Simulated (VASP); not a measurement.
**ZrS: single point with LDA**

The system is ZrS.

```xyz
2
Lattice="0.0000 2.5671 2.5671 2.6870 0.0000 2.5671 2.6870 2.5671 0.0000" Properties=species:S:1:pos:R:3 pbc="T T T"
Zr    0.0395    0.0000    0.0000
S     2.5747    2.5671    2.5671
```

This cell differs from its parent crystal: atoms displaced along a vibrational mode, the cell strained.

```
Program                : VASP 6.6.1
Task                   : single point
Functional             : LDA
Potentials or basis    : VASP PAW LDA potentials, release 64 (Zr_sv, S)
Cutoff                 : 520 eV
k mesh                 : 16 × 16 × 16
Occupations            : gaussian, width 0.15 eV
Spin                   : no spin polarisation
Dipole correction      : no
Further INCAR settings : ALGO = Normal; EDIFF = 1e-06; NBANDS = 16
```

| Quantity | Value |
| --- | --- |
| Pressure | -4.5 GPa |
| Largest force | 0.415 eV/Å |
| Band gap on the k mesh | zero (bands 9 and 10 overlap by 2.52 eV) |

Forces on the atoms (eV/Å):
```
Zr  -0.415  0.000  0.000
S    0.415  0.000  0.000
```

Stress tensor (GPa, compression positive):
```
-8.77  0.00  0.00
 0.00 -2.37  0.00
 0.00  0.00 -2.37
```

Levels at points of the mesh, in eV from the Fermi level:
| k point | band 6 | band 7 | band 8 | band 9 | band 10 | band 11 | band 12 | band 13 |
| --- | --- | --- | --- | --- | --- | --- | --- | --- |
| (0.00, 0.00, 0.00) | -3.76 | -3.57 | -3.57 | -1.64 | -0.99 | -0.99 | -0.55 | -0.49 |
| (0.50, 0.00, 0.00) | -8.03 | -5.98 | -5.94 | 1.45 | 1.47 | 1.80 | 2.07 | 5.28 |
| (0.50, 0.50, 0.00) | -6.08 | -4.80 | -4.49 | -3.06 | 0.68 | 2.27 | 2.64 | 2.96 |
| (0.00, 0.50, 0.50) | -6.32 | -4.24 | -4.24 | -3.50 | 0.47 | 2.46 | 2.46 | 2.69 |

It took 95 s on 1 thread of Intel(R) Xeon(R) Platinum 8488C (Sapphire Rapids), on a shared host, peak memory 0.29 GiB.

Caveat: the cell differs from its parent crystal (atoms displaced along a vibrational mode, the cell strained); the stress differs along the axes, from -9 to -2 GPa.
